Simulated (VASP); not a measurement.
# WS2 in VASP: notebook

WS2 is run at these levels: PBE+D3(BJ); tasks: single point.

All numbers are computed with VASP 6.6.1; they aren't measurements. Logs are shortened: lines on timing, memory, paths and dates and some standing lists are left out, and cuts for length are marked.

## Step 1: The cell of the first run

The cell holds a slab with vacuum, 3 atoms: a = 3.159 Å, b = 3.159 Å, c = 20.127 Å, α = 90.00°, β = 90.00°, γ = 120.00°.

## Step 2: Single point, PBE+D3(BJ)

File INCAR:

```
SYSTEM = WS2
ALGO = Normal
DIPOL = 0.5 0.5 0.500
EDIFF = 1E-7
ENCUT = 520
GGA = PE
IDIPOL = 3
ISIF = 2
ISMEAR = 0
IVDW = 12
LASPH = .True.
LCHARG = .False.
LDIPOL = .True.
LREAL = .False.
LWAVE = .False.
NBANDS = 20
NELM = 100
PREC = Accurate
SIGMA = 0.05
```

File KPOINTS:

```
k-points
0
Gamma
  12 12 1
  0 0 0
```

File POSCAR:

```
WS2
1.0
    3.1592523293      0.0000000029      0.0000000000
   -1.5796261671      2.7359927727      0.0000000000
    0.0000000000      0.0000000000     20.1272520219
S W
2 1
Direct
    0.6666666667      0.3333333333      0.4217562560
    0.6666666667      0.3333333333      0.5783654396
    0.3333333333      0.6666666667      0.5000599102
```

Potentials or basis: VASP PAW PBE potentials, release 64 (S, W_sv).

Started as:

```
$ cat potpaw_PBE.64/S/POTCAR potpaw_PBE.64/W_sv/POTCAR > POTCAR
$ mpirun -np 1 vasp_std > vasp.out
```

OUTCAR:

```text
SYSTEM = WS2
   EDIFF = 1E-7
   ENCUT = 520
   GGA = PE
   ISIF = 2
   ISMEAR = 0
   IVDW = 12
   LASPH = .True.
   LREAL = .False.
   NELM = 100
   PREC = Accurate
 IVDW          = 12

 ion  position               nearest neighbor table
   1  0.667  0.333  0.422-   3 2.41   3 2.41   3 2.41
   2  0.667  0.333  0.578-   3 2.41   3 2.41   3 2.41
   3  0.333  0.667  0.500-   1 2.41   1 2.41   1 2.41   2 2.41   2 2.41   2 2.41

  LATTYP: Found a hexagonal cell.
 ALAT       =     3.1592523293
 C/A-ratio  =     6.3708909337

  Lattice vectors:

 A1 = (   3.1592523293,   0.0000000029,   0.0000000000)
 A2 = (  -1.5796261671,   2.7359927727,   0.0000000000)
 A3 = (   0.0000000000,   0.0000000000,  20.1272520219)

Analysis of symmetry for initial positions (statically):
=====================================================================
 Subroutine PRICEL returns:
 Original cell was already a primitive cell.

 Routine SETGRP: Setting up the symmetry group for a
 hexagonal supercell.

 Subroutine GETGRP returns: Found 12 space group operations
 (whereof  6 operations were pure point group operations)
 out of a pool of 24 trial point group operations.

The static configuration has the point symmetry C_3v.
 The point group associated with its full space group is D_3h.

Analysis of symmetry for dynamics (positions and initial velocities):
=====================================================================
 Subroutine PRICEL returns:
 Original cell was already a primitive cell.

 Routine SETGRP: Setting up the symmetry group for a
 hexagonal supercell.

 Subroutine GETGRP returns: Found 12 space group operations
 (whereof  6 operations were pure point group operations)
 out of a pool of 24 trial point group operations.

The dynamic configuration has the point symmetry C_3v.
 The point group associated with its full space group is D_3h.

 Subroutine INISYM returns: Found 12 space group operations
 (whereof  6 operations are pure point group operations),
 and found     1 'primitive' translations

----------------------------------------------------------------------------------------

                                     Primitive cell

  volume of cell :     173.9738

  direct lattice vectors                    reciprocal lattice vectors
     3.159252329  0.000000003  0.000000000     0.316530589  0.182749021  0.000000000
    -1.579626167  2.735992773  0.000000000    -0.000000000  0.365498041  0.000000000
     0.000000000  0.000000000 20.127252022     0.000000000  0.000000000  0.049683881

  length of vectors
     3.159252329  3.159252329 20.127252022     0.365498041  0.365498041  0.049683881

  position of ions in fractional coordinates (direct lattice)
     0.666666667  0.333333333  0.421756256
     0.666666667  0.333333333  0.578365440
     0.333333333  0.666666667  0.500059910

  ion indices of the primitive-cell ions
   primitive index   ion index
                 1           1
                 2           2
                 3           3

----------------------------------------------------------------------------------------

 KPOINTS: k-points

Automatic generation of k-mesh.
 Grid dimensions read from file:
 generate k-points for:   12   12    1

 Generating k-lattice:

  Cartesian coordinates                     Fractional coordinates (reciprocal lattice)
     0.026377549  0.015229085  0.000000000     0.083333333  0.000000000  0.000000000
    -0.000000000  0.030458170  0.000000000     0.000000000  0.083333333  0.000000000
     0.000000000  0.000000000  0.049683881     0.000000000  0.000000000  1.000000000

  Length of vectors
     0.030458170  0.030458170  0.049683881

  Shift w.r.t. Gamma in fractional coordinates (k-lattice)
     0.000000000  0.000000000  0.000000000

 Subroutine IBZKPT returns following result:
 ===========================================

 Found     19 irreducible k-points:

 Following reciprocal coordinates:
            Coordinates               Weight
  0.000000  0.000000  0.000000      1.000000
  0.083333  0.000000  0.000000      6.000000
  0.166667  0.000000  0.000000      6.000000
  0.250000  0.000000  0.000000      6.000000
  0.333333  0.000000  0.000000      6.000000
  0.416667  0.000000  0.000000      6.000000
[... 11 lines left out ...]
  0.333333  0.250000  0.000000     12.000000
  0.333333  0.333333  0.000000      2.000000
   k-points           NKPTS =     19   k-points in BZ     NKDIM =     19   number of bands    NBANDS=     20
   number of dos      NEDOS =    301   number of ions     NIONS =      3
   total plane-waves  NPLWV =  86400
   dimension x,y,z NGX =    24 NGY =   24 NGZ =  150
   dimension x,y,z NGXF=    48 NGYF=   48 NGZF=  300
   ions per type =               2   1
   NGX,Y,Z   is equivalent  to a cutoff of  12.63, 12.63, 12.39 a.u.
   NGXF,Y,Z  is equivalent  to a cutoff of  25.26, 25.26, 24.78 a.u.
 SYSTEM =  WS2
   PREC   = accura    normal or accurate (medium, high low for compatibility)
   ISTART =      0    job   : 0-new  1-cont  2-samecut
   ICHARG =      2    charge: 1-file 2-atom 10-const
   ISPIN  =      1    spin polarized calculation?
   LNONCOLLINEAR =      F non collinear calculations
   LSORBIT =      F    spin-orbit coupling
   LASPH  =      T    aspherical Exc in radial PAW
   ENCUT  =  520.0 eV  38.22 Ry    6.18 a.u.   5.87  5.87 37.42*2*pi/ulx,y,z
   NELM   =    100;   NELMIN=  2; NELMDL= -5     # of ELM steps
   EDIFF  = 0.1E-06   stopping-criterion for ELM
   LREAL  =      F    real-space projection
   EDIFFG = 0.1E-05   stopping-criterion for IOM
   NSW    =      0    number of steps for IOM
   IBRION =     -1    ionic relax: 0-MD 1-quasi-New 2-CG
   NFREE  =      0    steps in history (QN), initial steepest desc. (CG)
   ISIF   =      2    stress and relaxation
   ISYM   =      2    0-nonsym 1-usesym 2-fastsym
   POTIM  = 0.5000    time-step for ionic-motion
   TEBEG  =    0.0;   TEEND  =   0.0 temperature during run
   PSTRESS=    0.0 pullay stress
   NELECT =      26.0000    total number of electrons
   NUPDOWN=      -1.0000    fix difference up-down
   EMIN   =  10.00;   EMAX   =-10.00  energy-range for DOS
   EFERMI =   0.00;   METHOD = LEGACY
   ISMEAR =     0;   SIGMA  =   0.05  broadening in eV -4-tet -1-fermi 0-gaus
   EFERMI_NEDOS =   21; number of points for ismear=-14 and -15
   IALGO  =     38    algorithm
   IMIX   =      4    mixing-type and parameters
     AMIX     =   0.40;   BMIX     =  1.00
     AMIX_MAG =   1.60;   BMIX_MAG =  1.00
  volume/ion in A,a.u.               =      57.99       391.34
  Fermi-wavevector in a.u.,A,eV,Ry     =   0.868770  1.641737 10.269146  0.754761
  Thomas-Fermi vector in A             =   1.987496
   LORBIT       =      0    0 simple, 1 ext, 2 COOP (PROOUT), +10 PAW based schemes
   GGA     = PE    functional components
   LHFCALC =     F    Hartree Fock is set to
   AEXX    =    0.0000 exact exchange contribution
   IVDW    =    12    specifies the selected vdW correction
   LEPSILON=     F    determine dielectric tensor
   LRPA    =     F    only Hartree local field effects (RPA)
 non-spin polarized calculation
 Gauss-broadening in eV      SIGMA  =   0.05
  energy-cutoff  :      520.00
  volume of cell :      173.97
 maximum number of plane-waves:      4718
 NGX is ok and might be reduce to    24
   NGX = 11   NGY = 11   NGZ = 75

 number of electron      25.9999999 magnetization

 dipolmoment           0.000000      0.000000     -0.000258 electrons x Angstroem

 Free energy of the ion-electron system (eV)
  ---------------------------------------------------
  ext. energy  EPLUGINS =         0.00000000
  ---------------------------------------------------
  free energy    TOTEN  =       -23.66595173 eV

  energy without entropy =      -23.66595173  energy(sigma->0) =      -23.66595173

 E-fermi :  -1.4278     XC(G=0):  -3.8608

 val. band max:       -1.8290260266   @ k =   0.3333   0.3333   0.0000
 cond. band min:       0.0951254164   @ k =   0.3333   0.3333   0.0000
 fundamental gap:      1.9241514430
 Fermi energy:        -1.4278321829

 k-point     1 :       0.0000    0.0000    0.0000
  band No.  band energies     occupation
      1     -75.8364      2.00000
      2     -40.0879      2.00000
      3     -39.9139      2.00000
      4     -39.9139      2.00000
      5     -16.6528      2.00000
      6     -15.0285      2.00000
[... 12 lines left out ...]
     19       3.5011      0.00000
     20       3.7952      0.00000

 k-point     2 :       0.0833    0.0000    0.0000
  band No.  band energies     occupation
      1     -75.8351      2.00000
      2     -40.0835      2.00000
      3     -39.9385      2.00000
      4     -39.9196      2.00000
      5     -16.5353      2.00000
      6     -14.9844      2.00000
[... 12 lines left out ...]
     19       3.6418      0.00000
     20       4.1612      0.00000

 k-point     3 :       0.1667    0.0000    0.0000
  band No.  band energies     occupation
      1     -75.8317      2.00000
      2     -40.0714      2.00000
      3     -40.0050      2.00000
      4     -39.9351      2.00000
      5     -16.2006      2.00000
      6     -14.8587      2.00000
[... 12 lines left out ...]
     19       4.0484      0.00000
     20       4.7764      0.00000

 k-point     4 :       0.2500    0.0000    0.0000
  band No.  band energies     occupation
      1     -75.8271      2.00000
      2     -40.0947      2.00000
      3     -40.0549      2.00000
      4     -39.9563      2.00000
      5     -15.7023      2.00000
      6     -14.6737      2.00000
[... 12 lines left out ...]
     19       4.6735      0.00000
     20       5.3740      0.00000

 k-point     5 :       0.3333    0.0000    0.0000
  band No.  band energies     occupation
      1     -75.8225      2.00000
      2     -40.1831      2.00000
      3     -40.0383      2.00000
      4     -39.9773      2.00000
      5     -15.1365      2.00000
      6     -14.4697      2.00000
[... 12 lines left out ...]
     19       5.3529      0.00000
     20       5.4700      0.00000

 k-point     6 :       0.4167    0.0000    0.0000
  band No.  band energies     occupation
      1     -75.8191      2.00000
      2     -40.2469      2.00000
      3     -40.0261      2.00000
      4     -39.9926      2.00000
      5     -14.6565      2.00000
      6     -14.3050      2.00000
[... 12 lines left out ...]
     19       5.6955      0.00000
     20       5.7870      0.00000

 k-point     7 :       0.5000    0.0000    0.0000
  band No.  band energies     occupation
      1     -75.8179      2.00000
      2     -40.2701      2.00000
      3     -40.0216      2.00000
      4     -39.9982      2.00000
      5     -14.4604      2.00000
      6     -14.2408      2.00000
[... 12 lines left out ...]
     19       5.8178      0.00000
     20       6.0375      0.00000
[... 162 lines left out ...]
 k-point    15 :       0.3333    0.1667    0.0000
  band No.  band energies     occupation
      1     -75.8179      2.00000
      2     -40.2257      2.00000
      3     -40.0444      2.00000
      4     -40.0217      2.00000
      5     -14.4855      2.00000
      6     -14.2215      2.00000
[... 12 lines left out ...]
     19       6.3862      0.00000
     20       6.6168      0.00000

 k-point    16 :       0.4167    0.1667    0.0000
  band No.  band energies     occupation
      1     -75.8168      2.00000
      2     -40.2411      2.00000
      3     -40.0542      2.00000
      4     -40.0178      2.00000
      5     -14.3128      2.00000
      6     -14.1597      2.00000
[... 12 lines left out ...]
     19       6.7713      0.00000
     20       7.3442      0.00000

 k-point    17 :       0.2500    0.2500    0.0000
  band No.  band energies     occupation
      1     -75.8179      2.00000
      2     -40.2046      2.00000
      3     -40.0661      2.00000
      4     -40.0217      2.00000
      5     -14.4937      2.00000
      6     -14.2151      2.00000
[... 12 lines left out ...]
     19       6.2064      0.00000
     20       6.6304      0.00000

 k-point    18 :       0.3333    0.2500    0.0000
  band No.  band energies     occupation
      1     -75.8162      2.00000
      2     -40.2088      2.00000
      3     -40.1021      2.00000
      4     -40.0156      2.00000
      5     -14.2275      2.00000
      6     -14.1100      2.00000
[... 12 lines left out ...]
     19       5.9498      0.00000
     20       7.2979      0.00000

 k-point    19 :       0.3333    0.3333    0.0000
  band No.  band energies     occupation
      1     -75.8155      2.00000
      2     -40.1801      2.00000
      3     -40.1457      2.00000
      4     -40.0134      2.00000
      5     -14.1307      2.00000
      6     -14.0655      2.00000
[... 12 lines left out ...]
     19       5.3299      0.00000
     20       7.5073      0.00000

------------------------ aborting loop because EDIFF is reached ----------------------------------------

 vacuum level on the upper side and lower side of the slab       (xc-potential included)        -0.069        -0.064

 Edisp (eV)   -0.93104

 E8    (eV) :    -0.4185

  FORCE on cell =-STRESS in cart. coord.  units (eV):
  Direction    XX          YY          ZZ          XY          YZ          ZX
  --------------------------------------------------------------------------------------
  -------------------------------------------------------------------------------------
  Total      -0.00380    -0.00380    -0.01759    -0.00000    -0.00000     0.00000
  in kB      -0.03503    -0.03503    -0.16198    -0.00000    -0.00000     0.00000
  external pressure =       -0.08 kB  Pullay stress =        0.00 kB

 VOLUME and BASIS-vectors are now :
 -----------------------------------------------------------------------------
  energy-cutoff  :      520.00
  volume of cell :      173.97
      direct lattice vectors                 reciprocal lattice vectors
     3.159252329  0.000000003  0.000000000     0.316530589  0.182749021  0.000000000
    -1.579626167  2.735992773  0.000000000    -0.000000000  0.365498041  0.000000000
     0.000000000  0.000000000 20.127252022     0.000000000  0.000000000  0.049683881

 POSITION                                       TOTAL-FORCE (eV/Angst)
 -----------------------------------------------------------------------------------
      1.57963      0.91200      8.48879         0.000000      0.000000     -0.004876
      1.57963      0.91200     11.64091         0.000000      0.000000      0.004876
     -0.00000      1.82400     10.06483        -0.000000     -0.000000     -0.000000
 -----------------------------------------------------------------------------------
    total drift:                               -0.000000      0.000000     -0.038089

  FREE ENERGIE OF THE ION-ELECTRON SYSTEM (eV)
  ---------------------------------------------------
  free  energy   TOTEN  =       -24.5969895190 eV

  energy  without entropy=      -24.5969895190  energy(sigma->0) =      -24.59698952

 vacuum level on the upper side and lower side of the slab         3.768         3.773
```

Wall time 2.9 min (1 thread of Intel Xeon 8259CL, shared host); peak memory 0.31 GiB.

What came out:

| Item | Value |
| --- | --- |
| Free energy | -24.5970 eV |
| Largest force | 0.005 eV/Å |
| Band gap on the k mesh | 1.92 eV |
| Dispersion energy per atom | -0.310 eV |

Forces in eV/Å, atoms in the order of the input:
```
S    0.000  0.000 -0.005
S    0.000  0.000  0.005
W    0.000  0.000  0.000
```

Caveat: spin-orbit coupling is left out, which moves the levels of the heavy elements.

## Step 3: Single point, PBE+D3(BJ)

This run uses another cell than the first one.

File INCAR:

```
SYSTEM = WS2
ALGO     = Normal         ! electronic algorithm
DIPOL    = 0.5 0.5 0.500
EDIFF    = 1E-7           ! SCF threshold, eV
ENCUT    = 520            ! plane-wave cutoff, eV
GGA      = PE             ! functional
IDIPOL   = 3            
ISIF     = 2              ! what is computed and relaxed
ISMEAR   = 0              ! smearing method
IVDW     = 12             ! dispersion correction
LASPH    = .TRUE.         ! aspherical terms in the spheres
LCHARG   = .FALSE.        ! write CHGCAR
LDIPOL   = .TRUE.       
LREAL    = .FALSE.        ! projectors in reciprocal space
LWAVE    = .FALSE.        ! write WAVECAR
NBANDS   = 20             ! bands
NELM     = 80             ! most SCF steps
PREC     = Accurate       ! precision mode
SIGMA    = 0.05           ! smearing width, eV
```

File KPOINTS:

```
k-points
0
G
  12 12 1
  0 0 0
```

File POSCAR:

```
WS2
1.0
    3.1831225500      0.0000000000      0.0000000000
   -1.5915612800      2.7566650000      0.0000000000
    0.0000000000      0.0000000000     20.1272520219
S W
2 1
Direct
    0.6666666700      0.3333333400      0.4223129909
    0.6666666700      0.3333333400      0.5776870091
    0.3333333300      0.6666666600      0.5001816058
```

Potentials or basis: VASP PAW PBE potentials, release 64 (S, W_sv).

Started as:

```
$ cat potpaw_PBE.64/S/POTCAR potpaw_PBE.64/W_sv/POTCAR > POTCAR
$ mpirun -np 1 vasp_std > vasp.out
```

It took 3.5 min on 1 thread of Intel Xeon 8259CL, shared host; peak memory 0.31 GiB.

The run converged. Its results:

```yaml
Free_energy: -24.5911 eV
Largest_force: 0.143 eV/Å
Band_gap_on_the_k_mesh: 1.81 eV
Dispersion_energy_per_atom: -0.306 eV
```

Forces in eV/Å, atoms in the order of the input:
```
S    0.000  0.000 -0.025
S    0.000  0.000  0.143
W    0.000  0.000 -0.119
```

Levels at points of the mesh, in eV from the valence-band top:
```tsv
k point	band 9	band 10	band 11	band 12	band 13	band 14	band 15	band 16	band 17	band 18
(0.00, 0.00, 0.00)	-2.87	-2.09	-1.64	-1.64	-0.02	2.89	2.89	3.06	3.06	4.97
(0.50, 0.00, 0.00)	-4.43	-3.42	-2.12	-1.29	-0.92	2.85	3.31	4.07	4.75	5.12
```

Caveat: spin-orbit coupling is left out, which moves the levels of the heavy elements.
